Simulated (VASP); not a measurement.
A run of VASP 6.6.1 is set up as follows.

File INCAR:

```
  PREC = Accurate
  ENCUT = 520
  EDIFF = 1E-6
  ISMEAR = 0
  SIGMA = 0.05
  LREAL = F
  LASPH = T
  NELM = 80
  ALGO = Normal
  ISIF = 2
  LWAVE = F
  LCHARG = F
  GGA = PS
  NBANDS = 18
```

The input KPOINTS:

```
regular mesh
0
Gamma
  8 8 8
```

Contents of POSCAR:

```
HfO2
1.0
    0.0000000000      2.4935625000      2.5575000000
    2.6214375000      0.0000000000      2.5575000000
    2.6214375000      2.4935625000      0.0000000000
Hf O
1 2
Direct
    0.0000000000      0.0000000000      0.0000000000
    0.2500000000      0.2500000000      0.2500000000
    0.7500000000      0.7500000000      0.7500000000
```

Potentials or basis: VASP PAW PBE potentials, release 64 (Hf_pv, O).

Run with:

```sh
$ cat potpaw_PBE.64/Hf_pv/POTCAR potpaw_PBE.64/O/POTCAR > POTCAR
$ mpirun -np 1 vasp_std > vasp.out
```

(1) Estimate the pressure.

(2) Predict the band gap on the k mesh.

Answers

(1) -13.3 GPa.

(2) 3.15 eV, indirect (least direct gap 3.27 eV).

Caveat: the cell differs from its parent crystal (strain +0.0250 x Voigt [1, -1, 0, 0, 0, 0]); the PAW data sets were made with another functional, which shifts forces and pressure a little; spin-orbit coupling is left out, which moves the levels of the heavy elements.
